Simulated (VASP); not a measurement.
Si2Ni:

```xyz
3
Lattice="0.0000 2.6478 2.6478 2.6478 0.0000 2.6478 2.6478 2.6478 0.0000" Properties=species:S:1:pos:R:3 pbc="T T T"
Ni    0.0000    0.0000    0.0000
Si    3.9717    3.9717    3.9717
Si    1.3239    1.3239    1.3239
```

Base run:

```yaml
Program: VASP 6.6.1
Functional: PBE
Potentials_or_basis: VASP PAW PBE potentials, release 64 (Ni, Si)
Cutoff: 520 eV
k_mesh: 9 × 9 × 9
Occupations: fermi-dirac, width 0.05 eV
Spin: collinear spin, ferromagnetic start
Starting_moments: "[1.0, 0.0, 0.0] μB"
```

Its results: band gap on the k mesh zero (filled and empty bands overlap); pressure 14.7 GPa; net moment 0.00 μB per cell.

Problem. The run is repeated on the same cell with these changes: functional from PBE to LDA; potentials or basis from VASP PAW PBE potentials, release 64 (Ni, Si) to VASP PAW LDA potentials, release 64 (Ni, Si). What comes out?

Solution. Band gap on the k mesh zero (filled and empty bands overlap); pressure 6.0 GPa; net moment 0.00 μB per cell.
